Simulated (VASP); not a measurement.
The system is Ta.

```xyz
1
Lattice="-1.6513 1.6513 1.6513 1.6513 -1.6513 1.6513 1.6513 1.6513 -1.6513" Properties=species:S:1:pos:R:3 pbc="T T T"
Ta    0.0000    0.0000    0.0000
```

* Program: VASP 6.6.1
* Task: relaxation of cell and atoms
* Functional: LDA
* Potentials or basis: VASP PAW LDA potentials, release 64 (Ta_sv_GW)
* Cutoff: 500 eV
* k mesh: 9 × 9 × 9
* Occupations: fermi-dirac, width 0.1 eV
* Spin: no spin polarisation

At the start: pressure -9.5 GPa; volume 18.01 Å³/atom.

**Question.** How do energy, volume and symmetry change on relaxing?

**Answer.** Over 4 steps the energy falls by 25.9 meV/atom and the volume is 17.17 Å³/atom (-4.7 %); space group Im-3m (No. 229, to 0.05 Å).

Step by step:
```
step  energy change (eV)  largest force (eV/Å)  pressure (GPa)  volume (Å³)
   1              0.0000                0.0000           -9.47        18.01
   2              0.1262                0.0000           29.74        15.38
   3             -0.0259                0.0000           -0.45        17.20
   4             -0.0259                0.0000           -0.04        17.17
```

Final structure:
```yaml
crystal:
  lattice:
    - [-1.62521, 1.62521, 1.62521]
    - [1.62521, -1.62521, 1.62521]
    - [1.62521, 1.62521, -1.62521]
  atoms:
    - { symbol: Ta, position: [0.00000, 0.00000, 0.00000] }
```
